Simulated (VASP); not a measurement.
Wanted: the native input for a VASP 6.6.1 run.

| Item | Value |
| --- | --- |
| Task | single point |
| Functional | PBE |
| Potentials or basis | VASP PAW PBE potentials, release 64 (Ba_sv, Zr_sv, O_h) |
| Cutoff | 910 eV |
| k mesh | 8 × 8 × 8 |
| Occupations | gaussian, width 0.01 eV |
| Spin | no spin polarisation |
| Dipole correction | no |
| Further INCAR settings | ALGO = Normal; EDIFF = 1e-06; NBANDS = 28 |

The structure of BaZrO3 lies in POSCAR:

```
BaZrO3
1.0
    4.2271853949      0.0000000000      0.0000000000
    0.0000000000      4.2271853949      0.0000000000
    0.0000000000      0.0000000000      4.2271853949
Ba Zr O
1 1 3
Direct
    0.0000000000      0.0000000000      0.0000000000
    0.5000000000      0.5000000000      0.5000000000
    0.0000000000      0.5000000000      0.5000000000
    0.5000000000      0.0000000000      0.5000000000
    0.5000000000      0.5000000000      0.0000000000
```

The input as run:

INCAR

```
SYSTEM = BaZrO3
PREC     = Accurate       ! precision mode
ENCUT    = 910            ! plane-wave cutoff, eV
EDIFF    = 1E-6           ! SCF threshold, eV
ISMEAR   = 0              ! smearing method
SIGMA    = 0.01           ! smearing width, eV
LREAL    = .False.        ! projectors in reciprocal space
LASPH    = .True.         ! aspherical terms in the spheres
NELM     = 120            ! most SCF steps
ALGO     = Normal         ! electronic algorithm
ISIF     = 2              ! what is computed and relaxed
LWAVE    = .False.        ! write WAVECAR
LCHARG   = .False.        ! write CHGCAR
GGA      = PE             ! functional
NBANDS   = 28             ! bands
GGA_COMPAT= .False.
```

KPOINTS

```
Automatic mesh
0
Gamma
  8 8 8
  0 0 0
```

Potentials or basis: VASP PAW PBE potentials, release 64 (Ba_sv, Zr_sv, O_h).

Command:

```bash
$ cat potpaw_PBE.64/Ba_sv/POTCAR potpaw_PBE.64/Zr_sv/POTCAR potpaw_PBE.64/O_h/POTCAR > POTCAR
$ mpirun -np 1 vasp_std > vasp.out
```

Results of the run:

```
Pressure               : 0.7 GPa
Band gap on the k mesh : 3.14 eV (least direct gap 3.39 eV)
```

Caveat: the cutoff is under 1.25 times the usual one of these potentials, so pressure, stress and relaxed cells hold a basis-set (Pulay) error; spin-orbit coupling is left out, which moves the levels of the heavy elements.

Wall time 89 s on 1 thread of AMD EPYC 9R45 96-Core Processor (Zen 5), on a shared host, peak memory 0.34 GiB.
